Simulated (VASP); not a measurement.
# Cd3Te2 (R-3m) in VASP: a series of runs, part 2 of 2

VASP 6.6.1.

### 3 Relaxation of cell and atoms, PBE

This run uses another cell than the first one, of 26.90 Å³/atom.

File INCAR:

```
PREC     = Accurate       # precision mode
ENCUT    = 600            # plane-wave cutoff, eV
EDIFF    = 1E-6           # SCF threshold, eV
ISMEAR   = 0              # smearing method
SIGMA    = 0.2            # smearing width, eV
LREAL    = F              # projectors in reciprocal space
LASPH    = T              # aspherical terms in the spheres
NELM     = 60             # most SCF steps
ALGO     = Normal         # electronic algorithm
ISIF     = 3              # what is computed and relaxed
LWAVE    = F              # write WAVECAR
LCHARG   = F              # write CHGCAR
GGA      = PE             # functional
IBRION   = 2              # ionic algorithm
NSW      = 36             # ionic steps
EDIFFG   = -0.08          # ionic threshold
```

File KPOINTS:

```
Automatic mesh
0
Gamma
  4 4 4
```

File POSCAR:

```
Cd3Te2
1.0
    2.1500000000      1.2413030800      8.4000000000
   -2.1500000000      1.2413030800      8.4000000000
    0.0000000000     -2.4826061600      8.4000000000
Cd Te
3 2
Direct
    0.7900000000      0.7900000000      0.7900000000
    0.2100000000      0.2100000000      0.2100000000
    0.0000000000      0.0000000000      0.0000000000
    0.4000000000      0.4000000000      0.4000000000
    0.6000000000      0.6000000000      0.6000000000
```

Potentials or basis: VASP PAW PBE potentials, release 64 (Cd, Te).

Command:

```console
$ cat potpaw_PBE.64/Cd/POTCAR potpaw_PBE.64/Te/POTCAR > POTCAR
$ mpirun -np 1 vasp_std > vasp.out
```

OUTCAR:

```text
PREC = Accurate
   ENCUT = 600
   EDIFF = 1E-6
   ISMEAR = 0
   LREAL = F
   LASPH = T
   NELM = 60
   ISIF = 3
   GGA = PE
   IBRION = 2
   NSW = 36
   EDIFFG = -0.08

 ion  position               nearest neighbor table
   1  0.790  0.790  0.790-   4 2.86   4 2.86   4 2.86   2 3.31   2 3.31   2 3.31
   2  0.210  0.210  0.210-   5 2.86   5 2.86   5 2.86   1 3.31   1 3.31   1 3.31
   3  0.000  0.000  0.000-   5 3.00   5 3.00   4 3.00   4 3.00   5 3.00   4 3.00
   4  0.400  0.400  0.400-   1 2.86   1 2.86   1 2.86   3 3.00   3 3.00   3 3.00
   5  0.600  0.600  0.600-   2 2.86   2 2.86   2 2.86   3 3.00   3 3.00   3 3.00

  LATTYP: Found a trigonal (rhomboedric) cell.
 ALAT       =     8.7591856549
 COS(alpha) =     0.8795021070

  Lattice vectors:

 A1 = (   2.1500000000,   1.2413030800,   8.4000000000)
 A2 = (  -2.1500000000,   1.2413030800,   8.4000000000)
 A3 = (   0.0000000000,  -2.4826061600,   8.4000000000)

Analysis of symmetry for initial positions (statically):
=====================================================================
 Subroutine PRICEL returns:
 Original cell was already a primitive cell.

 Routine SETGRP: Setting up the symmetry group for a
[... 151 lines left out ...]
 NGX is ok and might be reduce to    70
   NGX = 35   NGY = 35   NGZ = 35

--------------------------------------- Ionic step        1  -------------------------------------------

 number of electron      47.9999998 magnetization

 Free energy of the ion-electron system (eV)
  ---------------------------------------------------
  ext. energy  EPLUGINS =         0.00000000
  ---------------------------------------------------
  free energy    TOTEN  =        -8.99152656 eV

  energy without entropy =       -8.94815859  energy(sigma->0) =       -8.96984257

------------------------ aborting loop because EDIFF is reached ----------------------------------------

  FORCE on cell =-STRESS in cart. coord.  units (eV):
  Direction    XX          YY          ZZ          XY          YZ          ZX
  --------------------------------------------------------------------------------------
  -------------------------------------------------------------------------------------
  Total        4.5210421      4.5210421      4.5545593      0.0000000      0.0000000      0.0000000
  in kB       53.8520577     53.8520578     54.2512959      0.0000000      0.0000000      0.0000000
  external PRESSURE =      53.9851371 kB  Pullay stress =       0.0000000 kB
[... 299 lines left out ...]
--------------------------------------- Ionic step        9  -------------------------------------------

 number of electron      48.0000003 magnetization

 Free energy of the ion-electron system (eV)
  ---------------------------------------------------
  ext. energy  EPLUGINS =         0.00000000
  ---------------------------------------------------
  free energy    TOTEN  =        -9.34840085 eV

  energy without entropy =       -9.31807011  energy(sigma->0) =       -9.33323548

 E-fermi :   3.4033     XC(G=0):  -9.5461

 val. band max:        3.2408497010   @ k =   0.2500   0.2500   0.0000
 cond. band min:       3.4360131322   @ k =   0.5000   0.5000   0.2500
 fundamental gap:      0.1951634313
 Fermi energy:         3.4032568611

 k-point     1 :       0.0000    0.0000    0.0000
  band No.  band energies     occupation
      1      -8.2462      2.00000
      2      -7.6279      2.00000
      3      -5.4155      2.00000
      4      -5.4155      2.00000
      5      -5.2419      2.00000
      6      -5.2382      2.00000
[... 424 lines left out ...]
  FREE ENERGIE OF THE ION-ELECTRON SYSTEM (eV)
  ---------------------------------------------------
  free  energy   TOTEN  =        -9.3484008546 eV

  energy  without entropy=       -9.3180701107  energy(sigma->0) =       -9.33323548

 reached required accuracy - stopping structural energy minimisation
```

CONTCAR:

```text
Cd3Te2
   1.00000000000000
     2.1780546296899987    1.2575004280441731    8.8834074701968078
    -2.1780546296899987    1.2575004280441731    8.8834074701968078
     0.0000000000000000   -2.5150008560883461    8.8834074701968078
  Cd              Te
     3     2
Direct
     0.7963805509710629    0.7963805509710629    0.7963805509710629
     0.2036194490289373    0.2036194490289373    0.2036194490289373
     0.0000000000000000    0.0000000000000000    0.0000000000000000
     0.3984812826608878    0.3984812826608878    0.3984812826608878
     0.6015187173391122    0.6015187173391122    0.6015187173391122

  0.00000000E+00  0.00000000E+00  0.00000000E+00
  0.00000000E+00  0.00000000E+00  0.00000000E+00
  0.00000000E+00  0.00000000E+00  0.00000000E+00
  0.00000000E+00  0.00000000E+00  0.00000000E+00
  0.00000000E+00  0.00000000E+00  0.00000000E+00
```

It took 22 min on 1 thread of Intel Xeon 8259CL, shared host; peak memory 0.78 GiB.

What came out:

```
Free energy                           : -9.3484 eV
Relaxed volume                        : 29.20 Å³/atom
Relaxed cell                          : a = 9.233 Å, b = 9.233 Å, c = 9.233 Å, α = 27.29°, β = 27.29°, γ = 27.29°
Space group after relaxing (to 0.1 Å) : R-3m (No. 166)
Energy gained by relaxing             : 71.4 meV/atom
Ionic steps                           : 9
Pressure after relaxing               : -0.1 GPa
Largest force after relaxing          : 0.073 eV/Å
Band gap on the k mesh                : zero (bands 24 and 25 overlap by 0.99 eV)
```

Forces in eV/Å, atoms in the order of the input:
```
Cd   0.000  0.000  0.029
Cd   0.000  0.000 -0.029
Cd   0.000  0.000  0.000
Te   0.000  0.000  0.073
Te   0.000  0.000 -0.073
```

Stress tensor (GPa, compression positive):
```
-0.03  0.00  0.00
 0.00 -0.03  0.00
 0.00  0.00 -0.16
```

Step by step:
| step | energy change (eV) | largest force (eV/Å) | pressure (GPa) | volume (Å³) |
| --- | --- | --- | --- | --- |
| 1 | 0.0000 | 1.0445 | 5.40 | 134.51 |
| 2 | -0.2711 | 0.3057 | -1.08 | 152.94 |
| 3 | -0.2787 | 0.3999 | -0.35 | 149.94 |
| 4 | -0.3011 | 0.3537 | -0.30 | 149.20 |
| 5 | -0.3472 | 0.1737 | -0.12 | 146.96 |
| 6 | -0.2986 | 0.3326 | 0.69 | 142.39 |
| 7 | -0.3549 | 0.0923 | 0.04 | 145.81 |
| 8 | -0.3550 | 0.0978 | 0.05 | 145.72 |
| 9 | -0.3569 | 0.0728 | -0.08 | 145.98 |

Final structure:
```cif
data_structure
_symmetry_space_group_name_H-M 'P 1'
_symmetry_Int_Tables_number 1
_cell_length_a 9.2326
_cell_length_b 9.2326
_cell_length_c 9.2326
_cell_angle_alpha 27.291
_cell_angle_beta 27.291
_cell_angle_gamma 27.291
_cell_volume 145.98
loop_
_atom_site_label
_atom_site_type_symbol
_atom_site_fract_x
_atom_site_fract_y
_atom_site_fract_z
_atom_site_occupancy
Cd1 Cd 0.79638 0.79638 0.79638 1
Cd2 Cd 0.20362 0.20362 0.20362 1
Cd3 Cd 0.00000 0.00000 0.00000 1
Te1 Te 0.39848 0.39848 0.39848 1
Te2 Te 0.60152 0.60152 0.60152 1
```

Caveat: the k points lie up to 0.42 Å⁻¹ apart in the final cell, too coarse for converged energies and pressures of a metal; spin-orbit coupling is left out, which moves the levels of the heavy elements; the relaxation stopped at a loose force limit of 0.08 eV/Å, so its end isn't a converged minimum.

The gap in the log of VASP goes by the Fermi energy; the results here count the filled bands.